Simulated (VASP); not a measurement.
A run of VASP 6.6.1:

The input INCAR:

```
ALGO = Normal
EDIFF = 1E-6
ENCUT = 520
GGA = PE
ISIF = 2
ISMEAR = -1
LASPH = True
LCHARG = False
LREAL = False
LWAVE = False
NBANDS = 10
NELM = 80
PREC = Accurate
SIGMA = 0.05
```

File KPOINTS:

```
k-points
0
Gamma
  12 12 12
```

The input POSCAR:

```
Na
1.0
   -2.1598500000      2.1598500000      2.1175000000
    2.1598500000     -2.1598500000      2.1175000000
    2.1598500000      2.1598500000     -2.1175000000
Na
1
Direct
    0.0000000000      0.0000000000      0.0000000000
```

Potentials or basis: VASP PAW PBE potentials, release 64 (Na_pv).

Command:

```bash
$ cat potpaw_PBE.64/Na_pv/POTCAR > POTCAR
$ mpirun -np 1 vasp_std > vasp.out
```

Hardware: 1 thread of Intel(R) Xeon(R) Platinum 8375C CPU @ 2.90GHz (Ice Lake), on a shared host.

Q: How long does it take, and how much memory?

A: Wall time 27 s on 1 thread of Intel(R) Xeon(R) Platinum 8375C CPU @ 2.90GHz (Ice Lake), on a shared host, peak memory 0.18 GiB. Counts: scf iterations 9, k points 163.
